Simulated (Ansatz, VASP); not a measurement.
## One calculation of CsPbBr3, two programs

POSCAR

```
CsPbBr3
1.0
    5.8699999710      0.0000000000      0.0000000000
    0.0000000000      5.8699999710      0.0000000000
    0.0000000000      0.0000000000      5.8699999710
Cs Pb Br
1 1 3
Direct
    0.0000000000      0.0000000000      0.0000000000
    0.5000000000      0.5000000000      0.5000000000
    0.0000000000      0.5000000000      0.5000000000
    0.5000000000      0.5000000000      0.0000000000
    0.5000000000      0.0000000000      0.5000000000
```

Contents of INCAR.step1:

```
  PREC = Accurate
  ENCUT = 520
  ISMEAR = 0
  SIGMA = 0.05
  LREAL = False
  LASPH = True
  NELM = 80
  NBANDS = 30
  GGA = PE
  ALGO = Normal
  EDIFF = 1E-4
  LWAVE = True
  LCHARG = False
```

Contents of INCAR.step2:

```
  PREC = Accurate
  ENCUT = 520
  EDIFF = 1E-6
  ISMEAR = 0
  SIGMA = 0.05
  LREAL = False
  LASPH = True
  NELM = 80
  ALGO = Normal
  ISIF = 2
  LWAVE = False
  LCHARG = True
  METAGGA = R2SCAN
  LMIXTAU = True
  LELF = True
  LVHAR = True
  NBANDS = 30
  ISTART = 1
```

File KPOINTS:

```
regular mesh
0
Gamma
  6 6 6
```

Input for Ansatz:

```yaml
crystal:
  lattice:
    - [5.869999971, 0.0, 0.0]
    - [0.0, 5.869999971, 0.0]
    - [0.0, 0.0, 5.869999971]
  atoms:
    - { symbol: Cs, position: [0.0, 0.0, 0.0] }
    - { symbol: Pb, position: [0.5, 0.5, 0.5] }
    - { symbol: Br, position: [0.0, 0.5, 0.5] }
    - { symbol: Br, position: [0.5, 0.5, 0.0] }
    - { symbol: Br, position: [0.5, 0.0, 0.5] }
basis:
  ecutwfc: 500
  ecutrho_ratio: 4
kpoints:
  mp_grid: { grid: [6, 6, 6] }
hamiltonian:
  xc: r2scan
scf:
  occupations: { method: gaussian, width: 0.05 }
output:
  forces: true
  stress: true
  eigenvalues: true
  eigenstates:
    nscf_kmesh: { grid: [8, 8, 8] }
    de_dk: true
    e_range: [-2.5, 4.389609778481]
  write_density: true
  write_potential: true
  elf: true
  volumetric_format: npy
```

Alike in both runs: task single point; functional r2SCAN; k mesh 6 × 6 × 6; occupations gaussian, width 0.05 eV; no spin polarisation.

|  | VASP | Ansatz |
| --- | --- | --- |
| version | VASP 6.6.1 | Ansatz 0.2.0 |
| potentials or method | VASP PAW PBE potentials, release 64 (Cs_sv, Pb_d, Br), cutoff 520 eV | scalar-relativistic, plane waves, PAW |
| valence electrons in the cell | 44 | 44 |

VASP gave:

| Quantity | Value |
| --- | --- |
| gap on the k mesh at the Fermi level (eV) | 1.90 |
| least direct gap on the mesh (eV) | 1.90 |
| pressure (GPa) | 0.8 |

Question: What did Ansatz give for the same quantities?

Answer: gap on the k mesh at the Fermi level (eV): 1.89; least direct gap on the mesh (eV): 1.89; pressure (GPa): 0.8.

VASP's potentials were made for PBE, not for r2SCAN. The functional is the same, so the differences come from potentials, cutoffs and numerics.

Neither program's run includes spin-orbit coupling.
